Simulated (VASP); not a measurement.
Input of a VASP 6.6.1 run:

INCAR

```
ALGO = Normal
EDIFF = 1E-8
ENCUT = 1000
GGA_COMPAT = F
ISIF = 2
ISMEAR = -1
LASPH = T
LCHARG = F
LEFG = T
LREAL = F
LWAVE = F
NBANDS = 21
NELM = 120
PREC = Accurate
SIGMA = 0.05
```

The input KPOINTS:

```
k-points
0
Gamma
  14 14 14
```

Contents of POSCAR:

```
Ti2C
1.0
    1.4446571160      0.8340731748      4.3800683444
   -1.4446571160      0.8340731748      4.3800683444
    0.0000000000     -1.6681463496      4.3800683444
Ti C
2 1
Direct
    0.2520386177      0.2520386177      0.2520386177
    0.7479613823      0.7479613823      0.7479613823
    0.5000000000      0.5000000000      0.5000000000
```

Potentials or basis: VASP PAW LDA potentials, release 64 (Ti_sv, C_h).

Launch:

```sh
$ cat potpaw_LDA.64/Ti_sv/POTCAR potpaw_LDA.64/C_h/POTCAR > POTCAR
$ mpirun -np 1 vasp_std > vasp.out
```

(1) Predict the pressure.

(2) What does it give for the band gap on the k mesh?

(3) Estimate the largest force.

Results:

(1) 37.3 GPa.

(2) zero (bands 14 and 15 overlap by 0.96 eV).

(3) 0.066 eV/Å.

Caveat: the cell stands under pressure; without QUAD_EFG the Cq values of the log hold for a quadrupole moment of 1 mb, not for the nuclei.
